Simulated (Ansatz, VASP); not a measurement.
One calculation of Ti2Os, two programs

```
CELL_PARAMETERS angstrom
-2.48889 2.48889 4.20730
2.48889 -2.48889 4.20730
2.48889 2.48889 -4.20730
ATOMIC_POSITIONS crystal
Ti 0.29868 0.29868 0.00000
Ti 0.04868 0.54868 0.50000
Ti 0.45132 0.95132 0.50000
Ti 0.70132 0.70132 0.00000
Os 0.00000 0.00000 0.00000
Os 0.75000 0.25000 0.50000
```

Alike in both runs: functional PBE; k mesh 10 × 10 × 10; occupations gaussian, width 0.1 eV; no spin polarisation.

Ansatz relaxed the structure, and its values are those at the end. VASP's run is a single point on that final structure, the one shown.

```csv
,VASP,Ansatz
version,VASP 6.6.1,Ansatz 0.2.0
potentials or method,"VASP PAW PBE potentials, release 64 (Ti_sv, Os), cutoff 520 eV","scalar-relativistic, plane waves, PAW"
valence electrons in the cell,64,80
```

```csv
,VASP,Ansatz,Ansatz less VASP
gap on the k mesh at the Fermi level (eV),none,none,-
pressure (GPa),0.1,0.0,-0.13
rms of the force components (eV/Å),0.010,0.000,-0.0103
```

A gap of «none» marks a metal or a gap that the smearing closes. The functional is the same, so the differences come from potentials, cutoffs and numerics. VASP's potentials hold 64 valence electrons a cell and Ansatz's 80, so a difference there can come from the potentials and not from the codes.

Neither program's run includes spin-orbit coupling.
